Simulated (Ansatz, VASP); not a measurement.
Two plane-wave programs on Li2F3

The input INCAR:

```
PREC     = Accurate       # precision mode
ENCUT    = 600            # plane-wave cutoff, eV
EDIFF    = 1E-6           # SCF threshold, eV
ISMEAR   = 0              # smearing method
SIGMA    = 0.1            # smearing width, eV
LREAL    = F              # projectors in reciprocal space
LASPH    = T              # aspherical terms in the spheres
NELM     = 150            # most SCF steps
ALGO     = Normal         # electronic algorithm
ISIF     = 3              # what is computed and relaxed
LWAVE    = F              # write WAVECAR
LCHARG   = F              # write CHGCAR
ISPIN    = 2              # spin polarisation
MAGMOM   = 0 0 0.16 0.47 0.47 # initial moments
LORBIT   = 11             # projections on sites
GGA      = PE             # functional
IBRION   = 2              # ionic algorithm
NSW      = 90             # ionic steps
EDIFFG   = -0.04          # ionic threshold
```

File KPOINTS:

```
regular mesh
0
Gamma
  6 6 4
```

File POSCAR:

```
Li2F3
1.0
    3.7202385807      0.0000000000      0.0000000000
   -1.8601192904      3.2218211190      0.0000000000
    0.0000000000      0.0000000000      4.4918450054
Li F
2 3
Direct
    0.3333333333      0.6666666667      0.1380000000
    0.6666666667      0.3333333333      0.8620000000
    0.0000000000      0.0000000000      0.0000000000
    0.3333333333      0.6666666667      0.6250000000
    0.6666666667      0.3333333333      0.3750000000
```

Input for Ansatz:

```yaml
crystal:
  lattice:
    - [3.7202385807, 0.0, 0.0]
    - [-1.8601192904, 3.221821119, 0.0]
    - [0.0, 0.0, 4.4918450054]
  atoms:
    - { symbol: Li, position: [0.3333333333, 0.6666666667, 0.138] }
    - { symbol: Li, position: [0.6666666667, 0.3333333333, 0.862] }
    - { symbol: F, position: [0.0, 0.0, 0.0], spin: 0.16 }
    - { symbol: F, position: [0.3333333333, 0.6666666667, 0.625], spin: 0.47 }
    - { symbol: F, position: [0.6666666667, 0.3333333333, 0.375], spin: 0.47 }
basis:
  ecutwfc: 420
kpoints:
  mp_grid: { grid: [6, 6, 4] }
hamiltonian:
  xc: pbe
scf:
  occupations: { method: gaussian, width: 0.1 }
  lower_state_search: "off"
output:
  forces: true
  stress: true
  eigenvalues: true
  populations: true
magnetization:
  spin_polarized: true
relax:
  adjacent_minimum: "off"
  f_tol: 0.04
  max_steps: 70
  cell: { stress_tol: 0.4 }
```

Alike in both runs: task relaxation of cell and atoms; functional PBE; k mesh 6 × 6 × 4; occupations gaussian, width 0.1 eV; collinear spin.

|  | VASP | Ansatz |
| --- | --- | --- |
| version | VASP 6.6.1 | Ansatz 0.2.0 |
| potentials or method | VASP PAW PBE potentials, release 64 (Li_sv, F), cutoff 600 eV | scalar-relativistic, plane waves, PAW |
| valence electrons in the cell | 27 | 27 |

|  | VASP | Ansatz | Ansatz less VASP |
| --- | --- | --- | --- |
| gap on the k mesh at the Fermi level, each at its own relaxed structure (eV) | none | none | - |
| net moment per atom (μB) | 0.20 | 0.20 | 0.000 |
| size of the moment on the site where the two differ most (μB) | 0.30 | 0.31 | +0.018 |
| relaxed volume (Å³/atom) | 9.68 | 10.10 | +0.414 |
| relaxed cell length with the largest relative difference (Å) | 5.378 | 5.897 | +0.5185 |

Site moments also hang on the region over which each program counts them. A gap of «none» marks a metal or a gap that the smearing closes. One of these differences is far larger than is usual between the two programs; its cause wasn't traced.

Noted on VASP's run: the cutoff is short for stress, so the pressure is rough.
